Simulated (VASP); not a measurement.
# Na (Im-3m) in VASP: a series of runs

Na is run at these levels: PBEsol; tasks: single point, relaxation of volume and atoms at fixed shape.

All numbers are computed with VASP 6.6.1; they aren't measurements. Logs are shortened: lines on timing, memory, paths and dates and some standing lists are left out, and cuts for length are marked.

**1. The cell of the first run**

The structure is cubic, space group Im-3m (No. 229). The conventional cell has a = 4.172 Å, b = 4.172 Å, c = 4.172 Å, α = 90.00°, β = 90.00°, γ = 90.00°. Na (site symmetry m-3m) has 14 Na at 3.61 to 4.17 Å within 4.7 Å.

**2. Single point, PBEsol**

The input, INCAR:

```
SYSTEM = Na
PREC = Accurate
ENCUT = 520
EDIFF = 1E-6
ISMEAR = -1
SIGMA = 0.1
LREAL = .False.
LASPH = .True.
NELM = 60
ALGO = Normal
ISIF = 2
LWAVE = .False.
LCHARG = .False.
GGA = PS
NBANDS = 10
```

The input, KPOINTS:

```
Automatic mesh
0
Gamma
  7 7 7
  0 0 0
```

The input, POSCAR:

```
Na
1.0
   -2.0860523765      2.0860523765      2.0860523765
    2.0860523765     -2.0860523765      2.0860523765
    2.0860523765      2.0860523765     -2.0860523765
Na
1
Direct
    0.0000000000      0.0000000000      0.0000000000
```

Potentials or basis: VASP PAW PBE potentials, release 64 (Na_pv).

Launch:

```sh
$ cat potpaw_PBE.64/Na_pv/POTCAR > POTCAR
$ mpirun -np 1 vasp_std > vasp.out
```

OUTCAR:

```text
SYSTEM = Na
   PREC = Accurate
   ENCUT = 520
   EDIFF = 1E-6
   ISMEAR = -1
   LREAL = .False.
   LASPH = .True.
   NELM = 60
   ISIF = 2
   GGA = PS

 ion  position               nearest neighbor table
   1  0.000  0.000  0.000-

  LATTYP: Found a body centered cubic cell.
 ALAT       =     4.1721047530

  Lattice vectors:

 A1 = (  -2.0860523765,   2.0860523765,   2.0860523765)
 A2 = (   2.0860523765,  -2.0860523765,   2.0860523765)
 A3 = (   2.0860523765,   2.0860523765,  -2.0860523765)

Analysis of symmetry for initial positions (statically):
=====================================================================
 Subroutine PRICEL returns:
 Original cell was already a primitive cell.

 Routine SETGRP: Setting up the symmetry group for a
 body centered cubic supercell.

 Subroutine GETGRP returns: Found 48 space group operations
 (whereof 48 operations were pure point group operations)
 out of a pool of 48 trial point group operations.

The static configuration has the point symmetry O_h .

Analysis of symmetry for dynamics (positions and initial velocities):
=====================================================================
 Subroutine PRICEL returns:
 Original cell was already a primitive cell.

 Routine SETGRP: Setting up the symmetry group for a
 body centered cubic supercell.

 Subroutine GETGRP returns: Found 48 space group operations
 (whereof 48 operations were pure point group operations)
 out of a pool of 48 trial point group operations.

The dynamic configuration has the point symmetry O_h .

 Subroutine INISYM returns: Found 48 space group operations
 (whereof 48 operations are pure point group operations),
 and found     1 'primitive' translations

----------------------------------------------------------------------------------------

                                     Primitive cell

  volume of cell :      36.3108

  direct lattice vectors                    reciprocal lattice vectors
    -2.086052377  2.086052377  2.086052377     0.000000000  0.239687175  0.239687175
     2.086052377 -2.086052377  2.086052377     0.239687175  0.000000000  0.239687175
     2.086052377  2.086052377 -2.086052377     0.239687175  0.239687175  0.000000000

  length of vectors
     3.613148703  3.613148703  3.613148703     0.338968853  0.338968853  0.338968853

  position of ions in fractional coordinates (direct lattice)
     0.000000000  0.000000000  0.000000000

  ion indices of the primitive-cell ions
   primitive index   ion index
                 1           1

----------------------------------------------------------------------------------------

 KPOINTS: Automatic mesh

Automatic generation of k-mesh.
 Grid dimensions read from file:
 generate k-points for:    7    7    7

 Generating k-lattice:

  Cartesian coordinates                     Fractional coordinates (reciprocal lattice)
     0.000000000  0.034241025  0.034241025     0.142857143  0.000000000  0.000000000
     0.034241025  0.000000000  0.034241025     0.000000000  0.142857143  0.000000000
     0.034241025  0.034241025  0.000000000     0.000000000  0.000000000  0.142857143

  Length of vectors
     0.048424122  0.048424122  0.048424122

  Shift w.r.t. Gamma in fractional coordinates (k-lattice)
     0.000000000  0.000000000  0.000000000

 Subroutine IBZKPT returns following result:
 ===========================================

 Found     20 irreducible k-points:

 Following reciprocal coordinates:
            Coordinates               Weight
  0.000000  0.000000  0.000000      1.000000
  0.142857  0.000000  0.000000     12.000000
  0.285714  0.000000  0.000000     12.000000
  0.428571  0.000000  0.000000     12.000000
  0.142857  0.142857  0.000000     24.000000
  0.285714  0.142857  0.000000     48.000000
[... 12 lines left out ...]
 -0.428571 -0.428571  0.285714      8.000000
 -0.428571  0.428571  0.428571      6.000000
   k-points           NKPTS =     20   k-points in BZ     NKDIM =     20   number of bands    NBANDS=     10
   number of dos      NEDOS =    301   number of ions     NIONS =      1
   total plane-waves  NPLWV =  21952
   dimension x,y,z NGX =    28 NGY =   28 NGZ =   28
   dimension x,y,z NGXF=    56 NGYF=   56 NGZF=   56
   ions per type =               1
   NGX,Y,Z   is equivalent  to a cutoff of  12.88, 12.88, 12.88 a.u.
   NGXF,Y,Z  is equivalent  to a cutoff of  25.77, 25.77, 25.77 a.u.
 SYSTEM =  Na
   PREC   = accura    normal or accurate (medium, high low for compatibility)
   ISTART =      0    job   : 0-new  1-cont  2-samecut
   ICHARG =      2    charge: 1-file 2-atom 10-const
   ISPIN  =      1    spin polarized calculation?
   LNONCOLLINEAR =      F non collinear calculations
   LSORBIT =      F    spin-orbit coupling
   LASPH  =      T    aspherical Exc in radial PAW
   ENCUT  =  520.0 eV  38.22 Ry    6.18 a.u.   6.72  6.72  6.72*2*pi/ulx,y,z
   NELM   =     60;   NELMIN=  2; NELMDL= -5     # of ELM steps
   EDIFF  = 0.1E-05   stopping-criterion for ELM
   LREAL  =      F    real-space projection
   EDIFFG = 0.1E-04   stopping-criterion for IOM
   NSW    =      0    number of steps for IOM
   IBRION =     -1    ionic relax: 0-MD 1-quasi-New 2-CG
   NFREE  =      0    steps in history (QN), initial steepest desc. (CG)
   ISIF   =      2    stress and relaxation
   ISYM   =      2    0-nonsym 1-usesym 2-fastsym
   POTIM  = 0.5000    time-step for ionic-motion
   TEBEG  =    0.0;   TEEND  =   0.0 temperature during run
   PSTRESS=    0.0 pullay stress
   NELECT =       7.0000    total number of electrons
   NUPDOWN=      -1.0000    fix difference up-down
   EMIN   =  10.00;   EMAX   =-10.00  energy-range for DOS
   EFERMI =   0.00;   METHOD = LEGACY
   ISMEAR =    -1;   SIGMA  =   0.10  broadening in eV -4-tet -1-fermi 0-gaus
   EFERMI_NEDOS =   21; number of points for ismear=-14 and -15
   IALGO  =     38    algorithm
   IMIX   =      4    mixing-type and parameters
     AMIX     =   0.40;   BMIX     =  1.00
     AMIX_MAG =   1.60;   BMIX_MAG =  1.00
  volume/ion in A,a.u.               =      36.31       245.04
  Fermi-wavevector in a.u.,A,eV,Ry     =   0.945719  1.787151 12.168850  0.894385
  Thomas-Fermi vector in A             =   2.073648
   LORBIT       =      0    0 simple, 1 ext, 2 COOP (PROOUT), +10 PAW based schemes
   GGA     = PS    functional components
   LHFCALC =     F    Hartree Fock is set to
   AEXX    =    0.0000 exact exchange contribution
   IVDW    =     0    specifies the selected vdW correction
   LEPSILON=     F    determine dielectric tensor
   LRPA    =     F    only Hartree local field effects (RPA)
 non-spin polarized calculation
  energy-cutoff  :      520.00
  volume of cell :       36.31
 maximum number of plane-waves:       992
   NGX = 13   NGY = 13   NGZ = 13

 number of electron       6.9999996 magnetization

 Free energy of the ion-electron system (eV)
  ---------------------------------------------------
  ext. energy  EPLUGINS =         0.00000000
  ---------------------------------------------------
  free energy    TOTEN  =        -1.40964841 eV

  energy without entropy =       -1.39310526  energy(sigma->0) =       -1.40137684

 E-fermi :   0.3496     XC(G=0):  -6.5561

 val. band max:        0.2266828851   @ k =  -0.2857   0.4286   0.1429
 cond. band min:       0.5634716369   @ k =  -0.4286   0.4286   0.1429
 fundamental gap:      0.3367887519
 Fermi energy:         0.3496386696

 k-point     1 :       0.0000    0.0000    0.0000
  band No.  band energies     occupation
      1     -24.4042      2.00000
      2     -24.4042      2.00000
      3     -24.4042      2.00000
      4      -2.9570      2.00000
      5      12.2320      0.00000
      6      12.2320      0.00000
      7      12.2320      0.00000
      8      13.2491      0.00000
      9      13.2491      0.00000
     10      13.8000      0.00000

 k-point     2 :       0.1429    0.0000    0.0000
  band No.  band energies     occupation
      1     -24.4116      2.00000
      2     -24.4066      2.00000
      3     -24.4042      2.00000
      4      -2.5930      2.00000
      5       9.1370      0.00000
      6      10.7800      0.00000
      7      11.2812      0.00000
      8      11.6787      0.00000
      9      12.4402      0.00000
     10      14.3089      0.00000

 k-point     3 :       0.2857    0.0000    0.0000
  band No.  band energies     occupation
      1     -24.4280      2.00000
      2     -24.4122      2.00000
      3     -24.4041      2.00000
      4      -1.5167      2.00000
      5       5.6214      0.00000
      6       9.4277      0.00000
      7      10.2580      0.00000
      8      10.4400      0.00000
      9      11.5892      0.00000
     10      15.1890      0.00000

 k-point     4 :       0.4286    0.0000    0.0000
  band No.  band energies     occupation
      1     -24.4411      2.00000
      2     -24.4166      2.00000
      3     -24.4041      2.00000
      4       0.2227      1.56114
      5       2.6611      0.00000
      6       8.7380      0.00000
      7       9.7291      0.00000
      8       9.8214      0.00000
      9      10.9856      0.00000
     10      16.3775      0.00000
[... 170 lines left out ...]
 k-point    18 :      -0.4286    0.4286    0.2857
  band No.  band energies     occupation
      1     -24.4350      2.00000
      2     -24.4257      2.00000
      3     -24.4216      2.00000
      4       1.5725      0.00001
      5       3.9435      0.00000
      6       6.0842      0.00000
      7       6.7015      0.00000
      8       8.9454      0.00000
      9      11.5817      0.00000
     10      14.9747      0.00000

 k-point    19 :      -0.4286   -0.4286    0.2857
  band No.  band energies     occupation
      1     -24.4327      2.00000
      2     -24.4327      2.00000
      3     -24.4229      2.00000
      4       3.3039      0.00000
      5       3.3039      0.00000
      6       4.3688      0.00000
      7       7.9400      0.00000
      8       7.9400      0.00000
      9      10.0952      0.00000
     10      15.2553      0.00000

 k-point    20 :      -0.4286    0.4286    0.4286
  band No.  band energies     occupation
      1     -24.4320      2.00000
      2     -24.4308      2.00000
      3     -24.4308      2.00000
      4       3.1975      0.00000
      5       5.0890      0.00000
      6       5.4756      0.00000
      7       5.4756      0.00000
      8       6.6570      0.00000
      9       9.1496      0.00000
     10      18.4378      0.00000

------------------------ aborting loop because EDIFF is reached ----------------------------------------

  FORCE on cell =-STRESS in cart. coord.  units (eV):
  Direction    XX          YY          ZZ          XY          YZ          ZX
  --------------------------------------------------------------------------------------
  -------------------------------------------------------------------------------------
  Total       -0.0034132     -0.0034132     -0.0034132      0.0000000     -0.0000000      0.0000000
  in kB       -0.1506042     -0.1506042     -0.1506042      0.0000000     -0.0000000      0.0000000
  external PRESSURE =      -0.1506042 kB  Pullay stress =       0.0000000 kB

 VOLUME and BASIS-vectors are now :
 -----------------------------------------------------------------------------
  energy-cutoff  :      520.00
  volume of cell :       36.31
      direct lattice vectors                 reciprocal lattice vectors
    -2.086052377  2.086052377  2.086052377     0.000000000  0.239687175  0.239687175
     2.086052377 -2.086052377  2.086052377     0.239687175  0.000000000  0.239687175
     2.086052377  2.086052377 -2.086052377     0.239687175  0.239687175  0.000000000

 POSITION                                       TOTAL-FORCE (eV/Angst)
 -----------------------------------------------------------------------------------
      0.00000      0.00000      0.00000         0.000000      0.000000     -0.000000
 -----------------------------------------------------------------------------------
    total drift:                               -0.000000     -0.000000     -0.000000

  FREE ENERGIE OF THE ION-ELECTRON SYSTEM (eV)
  ---------------------------------------------------
  free  energy   TOTEN  =        -1.4096484134 eV

  energy  without entropy=       -1.3931052611  energy(sigma->0) =       -1.40137684
```

Wall time 2.9 s (1 thread of Intel Xeon 6975P-C (Granite Rapids), shared host); peak memory 0.14 GiB.

Results:

- Free energy: -1.4096 eV
- Pressure: 0.0 GPa

Caveat: the PAW data sets were made with another functional, which shifts forces and pressure a little.

**3. Relaxation of volume and atoms at fixed shape, PBEsol**

This run uses another cell than the first one, of 39.26 Å³/atom, 1.081 times its volume.

The input, INCAR:

```
PREC = Accurate
ENCUT = 600
EDIFF = 1E-7
ISMEAR = -1
SIGMA = 0.1
LREAL = F
LASPH = T
NELM = 100
ALGO = Normal
ISIF = 8
LWAVE = F
LCHARG = F
GGA = PS
IBRION = 2
NSW = 60
EDIFFG = -0.02
```

The input, KPOINTS:

```
regular mesh
0
Gamma
  7 7 7
```

The input, POSCAR:

```
Na
1.0
   -2.1410000000      2.1410000000      2.1410000000
    2.1410000000     -2.1410000000      2.1410000000
    2.1410000000      2.1410000000     -2.1410000000
Na
1
Direct
    0.0000000000      0.0000000000      0.0000000000
```

Potentials or basis: VASP PAW PBE potentials, release 64 (Na_pv).

Launch:

```sh
$ cat potpaw_PBE.64/Na_pv/POTCAR > POTCAR
$ mpirun -np 1 vasp_std > vasp.out
```

It took 7.1 s on 1 thread of Intel Xeon 6975P-C (Granite Rapids), shared host; peak memory 0.15 GiB.

The run converged. Its results:

```
Free energy                            : -1.4100 eV
Relaxed volume                         : 36.36 Å³/atom
Relaxed cell                           : a = 3.615 Å, b = 3.615 Å, c = 3.615 Å, α = 109.47°, β = 109.47°, γ = 109.47°
Space group after relaxing (to 0.05 Å) : Im-3m (No. 229)
Energy gained by relaxing              : 5.3 meV/atom
Ionic steps                            : 3
Pressure after relaxing                : 0.0 GPa
```

The path:
```
step  energy change (eV)  largest force (eV/Å)  pressure (GPa)  volume (Å³)
   1              0.0000                0.0000           -0.53        39.26
   2             -0.0022                0.0000           -0.43        38.52
   3             -0.0053                0.0000           -0.04        36.36
```

Final structure:
```
Na
1.0
    -2.08699    2.08699    2.08699
     2.08699   -2.08699    2.08699
     2.08699    2.08699   -2.08699
Na
1
Direct
  0.00000 0.00000 0.00000
```

Levels at points of the mesh, in eV from the Fermi level:
| k point | band 2 | band 3 | band 4 | band 5 | band 6 | band 7 |
| --- | --- | --- | --- | --- | --- | --- |
| (0.00, 0.00, 0.00) | -24.76 | -24.76 | -3.30 | 11.87 | 11.87 | 11.87 |

Caveat: the PAW data sets were made with another functional, which shifts forces and pressure a little.
